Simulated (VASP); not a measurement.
Runs of VASP 6.6.1 on SiNi2. The structure is that of space group P6_3/mmc (No. 194), or close to it. The cells are those of the table. 

```csv
cell,gap on the mesh (eV),pressure (GPa)
"a = 3.831, b = 3.831, c = 5.124 Å, angles 90.0, 90.0, 120.0°, 6 atoms",none,(a)
"a = 3.870, b = 3.870, c = 4.927 Å, angles 90.0, 90.0, 120.0°, 6 atoms",none,0.3
"a = 3.850, b = 3.850, c = 5.025 Å, angles 90.0, 90.0, 120.0°, 6 atoms",none,(b)
"a = 3.885, b = 3.885, c = 4.956 Å, angles 90.0, 90.0, 120.0°, 6 atoms",none,-2.7
"a = 3.854, b = 3.854, c = 5.025 Å, angles 90.0, 90.0, 120.0°, 6 atoms",none,-1.9
```

Alike in all rows: task single point; level r2SCAN; potentials or basis VASP PAW PBE potentials, release 64 (Si, Ni); no spin polarisation; k mesh 12 × 12 × 8; cutoff (eV) 520; smearing gaussian 0.1 eV.

Q: Estimate the missing entries.

A: (a) -2.1; (b) -1.1.

Caveats: the PAW data sets were made with another functional, which shifts forces and pressure a little; the stress differs along the axes, from -9 to 2 GPa (at least some runs); the stress differs along the axes, from -5 to 1 GPa (at least some runs); the stress differs along the axes, from -6 to -0 GPa (at least some runs).

A gap of «none» marks levels without a gap at the run's occupations.
